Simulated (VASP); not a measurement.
# Cu: single point with PBE

Crystal: Cu.

```
Cu
1.0
     0.00000    1.81471    1.81471
     1.81471    0.00000    1.81471
     1.81471    1.81471    0.00000
Cu
1
Direct
  0.00000 0.00000 0.00000
```

```yaml
Program: VASP 6.6.1
Task: single point
Functional: PBE
Potentials_or_basis: VASP PAW PBE potentials, release 64 (Cu)
Cutoff: 520 eV
k_mesh: 16 × 16 × 16
Occupations: gaussian, width 0.1 eV
Spin: no spin polarisation
Dipole_correction: no
Further_INCAR_settings: ALGO = Fast; EDIFF = 1e-06; NBANDS = 12
```

* Pressure: 0.7 GPa

Levels at points of the mesh, in eV from the Fermi level:
| k point | band 3 | band 4 | band 5 | band 6 | band 7 | band 8 | band 9 | band 10 |
| --- | --- | --- | --- | --- | --- | --- | --- | --- |
| (0.00, 0.00, 0.00) | -2.95 | -2.95 | -2.14 | -2.14 | 22.54 | 25.09 | 25.09 | 25.09 |
| (0.50, 0.00, 0.00) | -2.98 | -1.58 | -1.58 | -0.93 | 3.74 | 21.04 | 21.93 | 21.93 |
| (0.50, 0.50, 0.00) | -1.60 | -1.44 | -1.44 | 1.55 | 7.07 | 13.03 | 13.03 | 17.50 |

Wall time 9.1 s on 1 thread of Intel(R) Xeon(R) 6975P-C (Granite Rapids), with other jobs on the host, peak memory 0.13 GiB.
